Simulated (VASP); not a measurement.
# TiGe4 (I4/mmm) in VASP: a series of runs, part 2 of 2

VASP 6.6.1. The steps go on from the part before.

## Step 4: Relaxation of cell and atoms, PBE

File INCAR:

```
PREC = Accurate
ENCUT = 600
EDIFF = 1E-7
ISMEAR = 0
SIGMA = 0.1
LREAL = False
LASPH = True
NELM = 60
ALGO = Normal
ISIF = 3
LWAVE = False
LCHARG = False
GGA = PE
IBRION = 2
NSW = 90
EDIFFG = -0.04
```

File KPOINTS:

```
Automatic mesh
0
Gamma
  6 6 6
```

File POSCAR:

```
TiGe4
1.0
   -2.0915542700      2.0915542700      5.0399113500
    2.0915542700     -2.0915542700      5.0399113500
    2.0915542700      2.0915542700     -5.0399113500
Ti Ge
1 4
Direct
    0.0000000000      0.0000000000      0.0000000000
    0.6170451600      0.6170451600      0.0000000000
    0.7500000000      0.2500000000      0.5000000000
    0.2500000000      0.7500000000      0.5000000000
    0.3829548400      0.3829548400      0.0000000000
```

Potentials or basis: VASP PAW PBE potentials, release 64 (Ti_sv, Ge_d).

Started as:

```bash
> cat potpaw_PBE.64/Ti_sv/POTCAR potpaw_PBE.64/Ge_d/POTCAR > POTCAR
> mpirun -np 1 vasp_std > vasp.out
```

OUTCAR:

```text
PREC = Accurate
   ENCUT = 600
   EDIFF = 1E-7
   ISMEAR = 0
   LREAL = False
   LASPH = True
   NELM = 60
   ISIF = 3
   GGA = PE
   IBRION = 2
   NSW = 90
   EDIFFG = -0.04

 ion  position               nearest neighbor table
   1  0.000  0.000  0.000-
   2  0.617  0.617  0.000-   5 2.36   3 2.48   4 2.48   3 2.48   4 2.48
   3  0.750  0.250  0.500-   5 2.48   2 2.48   5 2.48   2 2.48
   4  0.250  0.750  0.500-   5 2.48   2 2.48   5 2.48   2 2.48
   5  0.383  0.383  0.000-   2 2.36   4 2.48   3 2.48   3 2.48   4 2.48

  LATTYP: Found a body centered tetragonal cell.
 ALAT       =     4.1831085400
 C/A-ratio  =     2.4096488541

  Lattice vectors:

 A1 = (  -2.0915542700,   2.0915542700,   5.0399113500)
 A2 = (   2.0915542700,  -2.0915542700,   5.0399113500)
 A3 = (   2.0915542700,   2.0915542700,  -5.0399113500)

Analysis of symmetry for initial positions (statically):
=====================================================================
 Subroutine PRICEL returns:
 Original cell was already a primitive cell.

 Routine SETGRP: Setting up the symmetry group for a
 body centered tetragonal supercell.

 Subroutine GETGRP returns: Found 16 space group operations
 (whereof 16 operations were pure point group operations)
 out of a pool of 16 trial point group operations.
[... 281 lines left out ...]
  free  energy   TOTEN  =       -23.1488147990 eV

  energy  without entropy=      -23.1277389068  energy(sigma->0) =      -23.13827685

[... ionic steps 4 to 19 ...]

--------------------------------------- Ionic step       20  -------------------------------------------

 number of electron      68.0000003 magnetization

------------------------ aborting loop because EDIFF is reached ----------------------------------------
[... 73 lines left out ...]
--------------------------------------- Ionic step       22  -------------------------------------------

 number of electron      68.0000026 magnetization

 Free energy of the ion-electron system (eV)
  ---------------------------------------------------
  ext. energy  EPLUGINS =         0.00000000
  ---------------------------------------------------
  free energy    TOTEN  =       -24.80619221 eV

  energy without entropy =      -24.78818785  energy(sigma->0) =      -24.79719003

 E-fermi :   6.7024     XC(G=0): -11.0682

 val. band max:        6.6856607538   @ k =   0.3333   0.1667   0.0000
 cond. band min:       6.7242866243   @ k =   0.1667   0.1667  -0.0000
 fundamental gap:      0.0386258705
 Fermi energy:         6.7023876469

 k-point     1 :       0.0000    0.0000    0.0000
  band No.  band energies     occupation
      1     -50.7385      2.00000
      2     -27.1341      2.00000
      3     -26.9112      2.00000
      4     -26.9112      2.00000
      5     -18.2518      2.00000
      6     -18.1606      2.00000
[... 1021 lines left out ...]
     39       8.9217      0.00000
     40       9.3913      0.00000

 [... further k-points ...]

------------------------ aborting loop because EDIFF is reached ----------------------------------------

  FORCE on cell =-STRESS in cart. coord.  units (eV):
  Direction    XX          YY          ZZ          XY          YZ          ZX
  --------------------------------------------------------------------------------------
  -------------------------------------------------------------------------------------
  Total       -0.0059936     -0.0059936     -0.0074845      0.0000000      0.0000000     -0.0000000
  in kB       -0.1000246     -0.1000246     -0.1249072      0.0000000      0.0000000     -0.0000000
  external PRESSURE =      -0.1083188 kB  Pullay stress =       0.0000000 kB
[... 20 lines left out ...]
  FREE ENERGIE OF THE ION-ELECTRON SYSTEM (eV)
  ---------------------------------------------------
  free  energy   TOTEN  =       -24.8061922085 eV

  energy  without entropy=      -24.7881878481  energy(sigma->0) =      -24.79719003

 reached required accuracy - stopping structural energy minimisation
```

CONTCAR:

```text
TiGe4
   1.00000000000000
    -1.8247189916212778    1.8247189916212778    7.2083531576944671
     1.8247189916212778   -1.8247189916212778    7.2083531576944671
     1.8247189916212778    1.8247189916212778   -7.2083531576944671
  Ti              Ge
     1     4
Direct
     0.0000000000000000    0.0000000000000000    0.0000000000000000
     0.5872062507407437    0.5872062507407437    0.0000000000000000
     0.7500000000000000    0.2500000000000000    0.5000000000000000
     0.2500000000000000    0.7500000000000000    0.5000000000000000
     0.4127937492592564    0.4127937492592564    0.0000000000000000

  0.00000000E+00  0.00000000E+00  0.00000000E+00
  0.00000000E+00  0.00000000E+00  0.00000000E+00
  0.00000000E+00  0.00000000E+00  0.00000000E+00
  0.00000000E+00  0.00000000E+00  0.00000000E+00
  0.00000000E+00  0.00000000E+00  0.00000000E+00
```

Run time: 50 min. Hardware: 1 thread of Intel Xeon Platinum 8559C (Emerald Rapids), shared host; peak memory 0.43 GiB.

What came out:

```
Free energy                            : -24.8062 eV
Relaxed volume                         : 19.20 Å³/atom
Relaxed cell                           : a = 7.656 Å, b = 7.656 Å, c = 7.656 Å, α = 152.42°, β = 152.42°, γ = 39.39°
Space group after relaxing (to 0.05 Å) : I4/mmm (No. 139)
Energy gained by relaxing              : 441.8 meV/atom
Ionic steps                            : 22
Pressure after relaxing                : 0.0 GPa
Largest force after relaxing           : 0.014 eV/Å
Band gap on the k mesh                 : zero (band 34 reaches 7.31 eV, above the bottom of band 35 at 5.95 eV)
```

Forces on the atoms (eV/Å):
```
Ti   0.000  0.000  0.000
Ge   0.000  0.000 -0.014
Ge   0.000  0.000  0.000
Ge   0.000  0.000  0.000
Ge   0.000  0.000  0.014
```

Step by step:
```tsv
step	energy change (eV)	largest force (eV/Å)	pressure (GPa)	volume (Å³)
1	0.0000	1.2619	13.04	88.19
2	-0.4929	0.1725	-3.11	107.82
3	-0.5517	0.1127	-0.10	102.16
4	-0.5890	0.3215	-0.34	102.40
5	-0.6910	0.8304	-0.83	102.91
6	-1.0982	1.4570	-2.11	103.03
7	-1.7876	1.5991	-2.84	100.06
8	-1.8399	1.5429	-2.35	99.08
9	-1.8663	1.4620	-2.13	98.85
10	-1.8827	1.3718	-1.88	98.58
11	-1.8748	1.2249	-1.42	97.98
12	-1.8862	1.3047	-1.65	98.37
13	-1.9204	1.2645	-1.42	97.98
14	-2.0117	1.1102	-0.63	96.80
15	-2.1360	0.7098	1.20	94.46
16	-2.0312	1.2563	6.62	89.81
17	-2.1629	0.4655	2.27	93.28
18	-2.1682	0.1654	3.15	92.39
19	-2.2005	0.1071	1.53	94.25
20	-2.2032	0.2113	0.95	94.95
21	-2.2084	0.0630	0.33	95.62
22	-2.2090	0.0143	-0.01	96.00
```

Final structure:
```cif
data_structure
_symmetry_space_group_name_H-M 'P 1'
_symmetry_Int_Tables_number 1
_cell_length_a 7.6563
_cell_length_b 7.6563
_cell_length_c 7.6563
_cell_angle_alpha 152.424
_cell_angle_beta 152.424
_cell_angle_gamma 39.394
_cell_volume 96.00
loop_
_atom_site_label
_atom_site_type_symbol
_atom_site_fract_x
_atom_site_fract_y
_atom_site_fract_z
_atom_site_occupancy
Ti1 Ti 0.00000 0.00000 0.00000 1
Ge1 Ge 0.58721 0.58721 0.00000 1
Ge2 Ge 0.75000 0.25000 0.50000 1
Ge3 Ge 0.25000 0.75000 0.50000 1
Ge4 Ge 0.41279 0.41279 0.00000 1
```

## Step 5: The runs side by side

```tsv
task	cell	cutoff (eV)	gap on the mesh (eV)	pressure (GPa)	largest force (eV/Å)
single point	a = 5.844 Å, angles 138.1, 138.1, 60.8°, 5 atoms	520	none	13.0	1.26
single point	a = 7.684 Å, angles 152.6, 152.6, 39.2°, 5 atoms	520	none	0.0	0.01
relaxation of cell and atoms	relaxed from a = 5.844 Å, angles 138.1, 138.1, 60.8°, 5 atoms	600	none	0.0	0.01
```

Alike in all rows: level PBE; potentials or basis VASP PAW PBE potentials, release 64 (Ti_sv, Ge_d); no spin polarisation; k mesh 6 × 6 × 6; smearing gaussian 0.1 eV.

Caveats: some runs use coarse meshes; forces of over 1 eV/Å act on the atoms, so gaps and moduli don't describe the material at rest (some runs).

Absolute energies hang on the potentials; compare differences alone.
